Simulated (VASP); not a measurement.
A run of VASP 6.6.1 is set up as follows.

The input INCAR:

```
PREC = Accurate
ENCUT = 600
EDIFF = 1E-6
ISMEAR = 0
SIGMA = 0.05
LREAL = F
LASPH = T
NELM = 120
ALGO = Normal
ISIF = 2
LWAVE = F
LCHARG = F
GGA = PE
IVDW = 13
NBANDS = 11
GGA_COMPAT = F
```

The input KPOINTS:

```
regular mesh
0
Gamma
  8 8 8
```

POSCAR

```
MgSe
1.0
    0.0000000000      2.7576783691      2.7576783691
    2.7576783691      0.0000000000      2.7576783691
    2.7576783691      2.7576783691      0.0000000000
Mg Se
1 1
Direct
    0.0000000000      0.0000000000      0.0000000000
    0.5000000000      0.5000000000      0.5000000000
```

Potentials or basis: VASP PAW PBE potentials, release 64 (Mg, Se).

Command:

```console
$ cat potpaw_PBE.64/Mg/POTCAR potpaw_PBE.64/Se/POTCAR > POTCAR
$ mpirun -np 1 vasp_std > vasp.out
```

**Question.** What does it give for the pressure?

**Answer.** -2.6 GPa.

**Question.** Estimate the band gap on the k mesh.

**Answer.** 1.74 eV, indirect (least direct gap 2.37 eV).

**Question.** Estimate the dispersion energy per atom.

**Answer.** -0.295 eV.

 A k mesh can miss the band edges.
